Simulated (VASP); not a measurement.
# Ti2W (Fmmm) in VASP: further runs

Ti2W is run at these levels: PBE; tasks: relaxation of cell and atoms, single point.

Everything below comes from runs of VASP 6.6.1. Logs are shortened: lines on timing, memory, paths and dates and some standing lists are left out, and cuts for length are marked.

## (1) The cell of the first run

The structure is orthorhombic, space group Fmmm (No. 69). Conventional cell: a = 3.228 Å, b = 4.484 Å, c = 13.784 Å, α = 90.00°, β = 90.00°, γ = 90.00°. Within 3.6 Å of Ti (site symmetry mm2) lie 4 W at 2.75 to 3.16 Å and 10 Ti at 2.76 to 3.31 Å. W (site symmetry mmm) has 8 Ti at 2.75 to 3.16 Å and 6 W at 2.76 to 3.23 Å within 3.6 Å.

## (2) Relaxation of cell and atoms, PBE

INCAR

```
SYSTEM = Ti2W
  ALGO = Normal
  EDIFF = 1E-7
  EDIFFG = -0.01
  ENCUT = 500
  GGA = PE
  GGA_COMPAT = .FALSE.
  IBRION = 2
  ISIF = 3
  ISMEAR = 0
  KPAR = 4
  LASPH = .TRUE.
  LCHARG = .FALSE.
  LREAL = .FALSE.
  LWAVE = .FALSE.
  NELM = 120
  NELMIN = 4
  NSW = 100
  PREC = Accurate
  SIGMA = 0.1
```

KPOINTS

```
k-points
0
G
  18 18 18
  0 0 0
```

POSCAR

```
Ti2W
1.0
    0.0000000000      2.2422069926      6.8921806382
    1.6142165576      0.0000000000      6.8921806382
    1.6142165576      2.2422069926      0.0000000000
Ti W
2 1
Direct
    0.6618443623      0.6618443623      0.3381556377
    0.3381556377      0.3381556377      0.6618443623
    0.0000000000      0.0000000000      0.0000000000
```

Potentials or basis: VASP PAW PBE potentials, release 64 (Ti_sv, W_sv).

Launch:

```
cat potpaw_PBE.64/Ti_sv/POTCAR potpaw_PBE.64/W_sv/POTCAR > POTCAR
mpirun -np 4 vasp_std > vasp.out
```

OUTCAR:

```text
SYSTEM = Ti2W
   EDIFF = 1E-7
   EDIFFG = -0.01
   ENCUT = 500
   GGA = PE
   IBRION = 2
   ISIF = 3
   ISMEAR = 0
   LASPH = .TRUE.
   LREAL = .FALSE.
   NELM = 120
   NELMIN = 4
   NSW = 100
   PREC = Accurate

 ion  position               nearest neighbor table
   1  0.662  0.662  0.338-   3 2.75   3 2.75   2 2.92   2 2.92   3 3.16   3 3.16
   2  0.338  0.338  0.662-   3 2.75   3 2.75   1 2.92   1 2.92   3 3.16   3 3.16
   3  0.000  0.000  0.000-   1 2.75   1 2.75   2 2.75   2 2.75   2 3.16   1 3.16   1 3.16   2 3.16

  LATTYP: Found a face centered orthorhombic cell.
 ALAT       =     3.2284331152
 B/A-ratio  =     1.3890372900
 C/A-ratio  =     4.2696753454

  Lattice vectors:

 A1 = (   0.0000000000,   2.2422069926,   6.8921806382)
 A2 = (   1.6142165576,   0.0000000000,   6.8921806382)
 A3 = (   1.6142165576,   2.2422069926,   0.0000000000)

Analysis of symmetry for initial positions (statically):
=====================================================================
 Subroutine PRICEL returns:
 Original cell was already a primitive cell.

 Routine SETGRP: Setting up the symmetry group for a
 face centered orthorhombic supercell.

 Subroutine GETGRP returns: Found  8 space group operations
 (whereof  8 operations were pure point group operations)
 out of a pool of  8 trial point group operations.

The static configuration has the point symmetry D_2h.

Analysis of symmetry for dynamics (positions and initial velocities):
=====================================================================
 Subroutine PRICEL returns:
 Original cell was already a primitive cell.

 Routine SETGRP: Setting up the symmetry group for a
 face centered orthorhombic supercell.

 Subroutine GETGRP returns: Found  8 space group operations
 (whereof  8 operations were pure point group operations)
 out of a pool of  8 trial point group operations.

The dynamic configuration has the point symmetry D_2h.

 Subroutine INISYM returns: Found  8 space group operations
 (whereof  8 operations are pure point group operations),
 and found     1 'primitive' translations

----------------------------------------------------------------------------------------

                                     Primitive cell

  volume of cell :      49.8912

  direct lattice vectors                    reciprocal lattice vectors
     0.000000000  2.242206993  6.892180638    -0.309747783  0.222994577  0.072545980
     1.614216558  0.000000000  6.892180638     0.309747783 -0.222994577  0.072545980
     1.614216558  2.242206993  0.000000000     0.309747783  0.222994577 -0.072545980

  length of vectors
     7.247733863  7.078689783  2.762822342     0.388501209  0.388501209  0.388501209

  position of ions in fractional coordinates (direct lattice)
     0.661844362  0.661844362  0.338155638
     0.338155638  0.338155638  0.661844362
     0.000000000  0.000000000  0.000000000

  ion indices of the primitive-cell ions
   primitive index   ion index
                 1           1
                 2           2
                 3           3

----------------------------------------------------------------------------------------

 KPOINTS: k-points

Automatic generation of k-mesh.
 Grid dimensions read from file:
 generate k-points for:   18   18   18

 Generating k-lattice:

  Cartesian coordinates                     Fractional coordinates (reciprocal lattice)
    -0.017208210  0.012388588  0.004030332     0.055555556  0.000000000 -0.000000000
     0.017208210 -0.012388588  0.004030332     0.000000000  0.055555556  0.000000000
     0.017208210  0.012388588 -0.004030332    -0.000000000  0.000000000  0.055555556

  Length of vectors
     0.021583401  0.021583401  0.021583401

  Shift w.r.t. Gamma in fractional coordinates (k-lattice)
     0.000000000  0.000000000  0.000000000

 Subroutine IBZKPT returns following result:
 ===========================================

 Found    865 irreducible k-points:

 Following reciprocal coordinates:
            Coordinates               Weight
  0.000000  0.000000  0.000000      1.000000
  0.055556  0.000000  0.000000      8.000000
  0.111111  0.000000  0.000000      8.000000
  0.166667 -0.000000  0.000000      8.000000
  0.222222  0.000000 -0.000000      8.000000
  0.277778 -0.000000 -0.000000      8.000000
[... 16 lines left out ...]
 -0.277778  0.055556  0.000000      8.000000
 -0.222222  0.055556  0.000000      8.000000
 [... further k-points ...]
   k-points           NKPTS =    865   k-points in BZ     NKDIM =    865   number of bands    NBANDS=     23
   number of dos      NEDOS =    301   number of ions     NIONS =      3
   total plane-waves  NPLWV =  58320
   dimension x,y,z NGX =    54 NGY =   54 NGZ =   20
   dimension x,y,z NGXF=   108 NGYF=  108 NGZF=   40
   ions per type =               2   1
   NGX,Y,Z   is equivalent  to a cutoff of  12.39, 12.68, 12.03 a.u.
   NGXF,Y,Z  is equivalent  to a cutoff of  24.77, 25.36, 24.07 a.u.
 SYSTEM =  Ti2W
   PREC   = accura    normal or accurate (medium, high low for compatibility)
   ISTART =      0    job   : 0-new  1-cont  2-samecut
   ICHARG =      2    charge: 1-file 2-atom 10-const
   ISPIN  =      1    spin polarized calculation?
   LNONCOLLINEAR =      F non collinear calculations
   LSORBIT =      F    spin-orbit coupling
   LASPH  =      T    aspherical Exc in radial PAW
   ENCUT  =  500.0 eV  36.75 Ry    6.06 a.u.  13.21 12.91  5.04*2*pi/ulx,y,z
   NELM   =    120;   NELMIN=  4; NELMDL= -5     # of ELM steps
   EDIFF  = 0.1E-06   stopping-criterion for ELM
   LREAL  =      F    real-space projection
   EDIFFG = -.1E-01   stopping-criterion for IOM
   NSW    =    100    number of steps for IOM
   IBRION =      2    ionic relax: 0-MD 1-quasi-New 2-CG
   NFREE  =      1    steps in history (QN), initial steepest desc. (CG)
   ISIF   =      3    stress and relaxation
   ISYM   =      2    0-nonsym 1-usesym 2-fastsym
   POTIM  = 0.5000    time-step for ionic-motion
   TEBEG  =    0.0;   TEEND  =   0.0 temperature during run
   PSTRESS=    0.0 pullay stress
   NELECT =      38.0000    total number of electrons
   NUPDOWN=      -1.0000    fix difference up-down
   EMIN   =  10.00;   EMAX   =-10.00  energy-range for DOS
   EFERMI =   0.00;   METHOD = LEGACY
   ISMEAR =     0;   SIGMA  =   0.10  broadening in eV -4-tet -1-fermi 0-gaus
   EFERMI_NEDOS =   21; number of points for ismear=-14 and -15
   IALGO  =     38    algorithm
   IMIX   =      4    mixing-type and parameters
     AMIX     =   0.40;   BMIX     =  1.00
     AMIX_MAG =   1.60;   BMIX_MAG =  1.00
  volume/ion in A,a.u.               =      16.63       112.23
  Fermi-wavevector in a.u.,A,eV,Ry     =   1.495069  2.825271 30.412179  2.235232
  Thomas-Fermi vector in A             =   2.607261
   LORBIT       =      0    0 simple, 1 ext, 2 COOP (PROOUT), +10 PAW based schemes
   GGA     = PE    functional components
   LHFCALC =     F    Hartree Fock is set to
   AEXX    =    0.0000 exact exchange contribution
   IVDW    =     0    specifies the selected vdW correction
   LEPSILON=     F    determine dielectric tensor
   LRPA    =     F    only Hartree local field effects (RPA)
 conjugate gradient relaxation of ions
 non-spin polarized calculation
 Gauss-broadening in eV      SIGMA  =   0.10
  energy-cutoff  :      500.00
  volume of cell :       49.89
 maximum number of plane-waves:      1288
 NGX is ok and might be reduce to    54
   NGX = 27   NGY = 25   NGZ = 11

--------------------------------------- Ionic step        1  -------------------------------------------

 number of electron      38.0000004 magnetization

 Free energy of the ion-electron system (eV)
  ---------------------------------------------------
  ext. energy  EPLUGINS =         0.00000000
  ---------------------------------------------------
  free energy    TOTEN  =       -28.51618558 eV

  energy without entropy =      -28.48905834  energy(sigma->0) =      -28.50262196

------------------------ aborting loop because EDIFF is reached ----------------------------------------

  FORCE on cell =-STRESS in cart. coord.  units (eV):
  Direction    XX          YY          ZZ          XY          YZ          ZX
  --------------------------------------------------------------------------------------
  -------------------------------------------------------------------------------------
  Total       -0.4480110      0.6215063     -0.4216793      0.0000000      0.0000000      0.0000000
  in kB      -14.3871608     19.9586880    -13.5415608      0.0000000      0.0000000      0.0000000
  external PRESSURE =      -2.6566779 kB  Pullay stress =       0.0000000 kB
[... 92 lines left out ...]
  FREE ENERGIE OF THE ION-ELECTRON SYSTEM (eV)
  ---------------------------------------------------
  free  energy   TOTEN  =       -28.5294897263 eV

  energy  without entropy=      -28.5023424498  energy(sigma->0) =      -28.51591609

[... ionic steps 4 to 8 ...]

--------------------------------------- Ionic step        9  -------------------------------------------

 number of electron      37.9999995 magnetization

------------------------ aborting loop because EDIFF is reached ----------------------------------------

  FORCE on cell =-STRESS in cart. coord.  units (eV):
  Direction    XX          YY          ZZ          XY          YZ          ZX
  --------------------------------------------------------------------------------------
  -------------------------------------------------------------------------------------
  Total        0.0605937      0.0792214      0.0415954      0.0000000      0.0000000      0.0000000
  in kB        1.9459419      2.5441620      1.3358200      0.0000000      0.0000000      0.0000000
  external PRESSURE =       1.9419746 kB  Pullay stress =       0.0000000 kB
[... 59 lines left out ...]
  energy  without entropy=      -28.5053044320  energy(sigma->0) =      -28.51880870

--------------------------------------- Ionic step       11  -------------------------------------------

 number of electron      37.9999995 magnetization

 Free energy of the ion-electron system (eV)
  ---------------------------------------------------
  ext. energy  EPLUGINS =         0.00000000
  ---------------------------------------------------
  free energy    TOTEN  =       -28.53234151 eV

  energy without entropy =      -28.50536886  energy(sigma->0) =      -28.51885518

 E-fermi :   9.0291     XC(G=0): -12.2453

 val. band max:        9.0288200092   @ k =   0.1667   0.2222   0.0556
 cond. band min:       9.0292375184   @ k =  -0.1667   0.0556   0.0000
 fundamental gap:      0.0004175092
 Fermi energy:         9.0290859229

 k-point     1 :       0.0000    0.0000    0.0000
  band No.  band energies     occupation
      1     -64.3605      2.00000
      2     -47.4270      2.00000
      3     -47.3835      2.00000
      4     -28.6242      2.00000
      5     -28.2645      2.00000
      6     -28.1059      2.00000
[... 613 lines left out ...]
     22      11.2852      0.00000
     23      11.3764      0.00000

 [... further k-points ...]
[... 5 lines left out ...]
  --------------------------------------------------------------------------------------
  -------------------------------------------------------------------------------------
  Total        0.0155206      0.0165575      0.0071701     -0.0000000      0.0000000      0.0000000
  in kB        0.4979353      0.5311999      0.2300319     -0.0000000      0.0000000      0.0000000
  external PRESSURE =       0.4197224 kB  Pullay stress =       0.0000000 kB
[... 18 lines left out ...]
  FREE ENERGIE OF THE ION-ELECTRON SYSTEM (eV)
  ---------------------------------------------------
  free  energy   TOTEN  =       -28.5323415102 eV

  energy  without entropy=      -28.5053688596  energy(sigma->0) =      -28.51885518

 reached required accuracy - stopping structural energy minimisation
```

It took 41 min on 4 MPI ranks of Intel Xeon 6975P-C (Granite Rapids), shared host; peak memory 0.95 GiB.

What came out:

```yaml
Free_energy: -28.5323 eV
Relaxed_volume: 16.65 Å³/atom
Relaxed_cell: a = 7.208 Å, b = 7.013 Å, c = 2.796 Å, α = 82.60°, β = 74.77°, γ = 22.63°
Space_group_after_relaxing_to_0.1_Å: Fmmm (No. 69)
Energy_gained_by_relaxing: 5.4 meV/atom
Ionic_steps: 11
Pressure_after_relaxing: 0.0 GPa
Band_gap_on_the_k_mesh: zero (bands 19 and 20 overlap by 1.63 eV)
```

Step by step:
| step | energy change (eV) | largest force (eV/Å) | pressure (GPa) | volume (Å³) |
| --- | --- | --- | --- | --- |
| 1 | 0.0000 | 0.0882 | -0.27 | 49.89 |
| 2 | -0.0099 | 0.0689 | 0.46 | 49.69 |
| 3 | -0.0133 | 0.0427 | 1.33 | 49.46 |
| 4 | -0.0115 | 0.0983 | -1.68 | 50.41 |
| 5 | -0.0152 | 0.0664 | 0.05 | 49.85 |
| 6 | -0.0158 | 0.0436 | -0.01 | 49.90 |
| 7 | -0.0161 | 0.0134 | -0.08 | 49.96 |
| 8 | -0.0161 | 0.0148 | -0.08 | 49.96 |
| 9 | -0.0161 | 0.0008 | 0.19 | 49.89 |
| 10 | -0.0161 | 0.0062 | 0.09 | 49.92 |
| 11 | -0.0162 | 0.0005 | 0.04 | 49.94 |

Final structure:
```
Ti W
1.0
     0.00000    2.30091    6.83054
     1.58878    0.00000    6.83054
     1.58878    2.30091    0.00000
Ti W
2 1
Cartesian
  1.5888 2.3009 9.0210
  1.5888 2.3009 4.6401
  1.5888 2.3009 0.0000
```

Levels at points of the mesh, in eV from the Fermi level:
```
           k point  band 16  band 17  band 18  band 19  band 20  band 21  band 22  band 23
(0.00, 0.00, 0.00)    -1.72    -0.60     0.07     0.43     0.45     0.66     0.87     2.51
(0.50, 0.00, 0.00)    -1.78    -0.92    -0.50    -0.17     0.19     1.33     2.63     2.66
(0.50, 0.50, 0.00)    -1.76     0.23     0.41     0.41     0.55     0.86     1.43     1.89
(0.50, 0.00, 0.50)    -1.71    -1.65    -1.28     1.11     2.15     2.51     2.56     2.80
(0.00, 0.50, 0.50)    -1.86    -0.90    -0.52    -0.51     0.62     1.72     1.94     4.10
```

Caveat: spin-orbit coupling is left out, which moves the levels of the heavy elements.

## (3) Single point, PBE

This run uses another cell than the first one, of 16.67 Å³/atom.

INCAR

```
PREC = Accurate ; ENCUT = 500
EDIFF = 1E-6 ; ISMEAR = 0
SIGMA = 0.1 ; LREAL = False
LASPH = True ; NELM = 120
ALGO = Normal ; ISIF = 2
LWAVE = False ; LCHARG = True
GGA = PE ; LELF = True
LVHAR = True ; NBANDS = 26
GGA_COMPAT = False
```

KPOINTS

```
Automatic mesh
0
Gamma
  18 18 18
```

POSCAR

```
Ti2W
1.0
    0.0000000000      2.3038621360      6.8286218549
    1.5890327359      0.0000000000      6.8286218549
    1.5890327359      2.3038621360      0.0000000000
Ti W
2 1
Direct
    0.6601159306      0.6601159306      0.3398840694
    0.3398840694      0.3398840694      0.6601159306
    0.0000000000      0.0000000000      0.0000000000
```

Potentials or basis: VASP PAW PBE potentials, release 64 (Ti_sv, W_sv).

Launch:

```
cat potpaw_PBE.64/Ti_sv/POTCAR potpaw_PBE.64/W_sv/POTCAR > POTCAR
mpirun -np 1 vasp_std > vasp.out
```

OUTCAR:

```text
PREC = Accurate
   ENCUT = 500
   EDIFF = 1E-6
   ISMEAR = 0
   LREAL = False
   LASPH = True
   NELM = 120
   ISIF = 2
   GGA = PE

 ion  position               nearest neighbor table
   1  0.660  0.660  0.340-   3 2.70   3 2.70   3 3.18   3 3.18
   2  0.340  0.340  0.660-   3 2.70   3 2.70   3 3.18   3 3.18
   3  0.000  0.000  0.000-   1 2.70   1 2.70   2 2.70   2 2.70   2 3.18   1 3.18   1 3.18   2 3.18

  LATTYP: Found a face centered orthorhombic cell.
 ALAT       =     3.1780654718
 B/A-ratio  =     1.4498519030
 C/A-ratio  =     4.2973449827

  Lattice vectors:
[... 196 lines left out ...]
      6     -28.1216      2.00000
[... 685 lines left out ...]
     25      11.6216      0.00000
     26      12.0623      0.00000

 [... further k-points ...]
[... 5 lines left out ...]
  --------------------------------------------------------------------------------------
  -------------------------------------------------------------------------------------
  Total       -0.0161815     -0.0317001     -0.0087311      0.0000000      0.0000000      0.0000000
  in kB       -0.5185332     -1.0158237     -0.2797872      0.0000000      0.0000000      0.0000000
  external PRESSURE =      -0.6047147 kB  Pullay stress =       0.0000000 kB

 VOLUME and BASIS-vectors are now :
 -----------------------------------------------------------------------------
  energy-cutoff  :      500.00
  volume of cell :       50.00
      direct lattice vectors                 reciprocal lattice vectors
     0.000000000  2.303862136  6.828621855    -0.314656828  0.217026875  0.073221217
     1.589032736  0.000000000  6.828621855     0.314656828 -0.217026875  0.073221217
     1.589032736  2.303862136  0.000000000     0.314656828  0.217026875 -0.073221217

 POSITION                                       TOTAL-FORCE (eV/Angst)
 -----------------------------------------------------------------------------------
      1.58903      2.30386      9.01536         0.000000      0.000000      0.016209
      1.58903      2.30386      4.64188         0.000000      0.000000     -0.016209
      0.00000      0.00000      0.00000         0.000000      0.000000     -0.000000
 -----------------------------------------------------------------------------------
    total drift:                                0.000000      0.000000      0.000000

  FREE ENERGIE OF THE ION-ELECTRON SYSTEM (eV)
  ---------------------------------------------------
  free  energy   TOTEN  =       -28.5325614013 eV

  energy  without entropy=      -28.5056682913  energy(sigma->0) =      -28.51911485
```

stdout:

```text
POSCAR found type information on POSCAR TiW
 POSCAR found :  2 types and       3 ions
 scaLAPACK will be used
 LDA part: xc-table for (Slater+PW92), standard interpolation
 POSCAR, INCAR and KPOINTS ok, starting setup
 FFT: planning ... GRIDC
 FFT: planning ... GRID_SOFT
 FFT: planning ... GRID
 WAVECAR not read
 entering main loop
```

It took 49 min on 1 thread of Oxide Virtual Turin-like, shared host; peak memory 0.98 GiB.

Results:

- Free energy: -28.5326 eV
- Pressure: -0.1 GPa
- Largest force: 0.016 eV/Å
- Band gap on the k mesh: zero (bands 19 and 20 overlap by 1.61 eV)

Forces in eV/Å, atoms in the order of the input:
```
Ti   0.000  0.000  0.016
Ti   0.000  0.000 -0.016
W    0.000  0.000  0.000
```

Levels at points of the mesh, in eV from the Fermi level:
| k point | band 17 | band 18 | band 19 | band 20 | band 21 | band 22 |
| --- | --- | --- | --- | --- | --- | --- |
| (0.00, 0.00, 0.00) | -0.60 | 0.08 | 0.41 | 0.45 | 0.67 | 0.88 |
| (0.50, 0.00, 0.00) | -0.92 | -0.50 | -0.18 | 0.19 | 1.32 | 2.62 |
| (0.50, 0.50, 0.00) | 0.24 | 0.40 | 0.43 | 0.55 | 0.84 | 1.45 |
| (0.50, 0.00, 0.50) | -1.65 | -1.28 | 1.09 | 2.14 | 2.51 | 2.56 |
| (0.00, 0.50, 0.50) | -0.91 | -0.53 | -0.51 | 0.63 | 1.71 | 1.96 |

Caveat: spin-orbit coupling is left out, which moves the levels of the heavy elements.
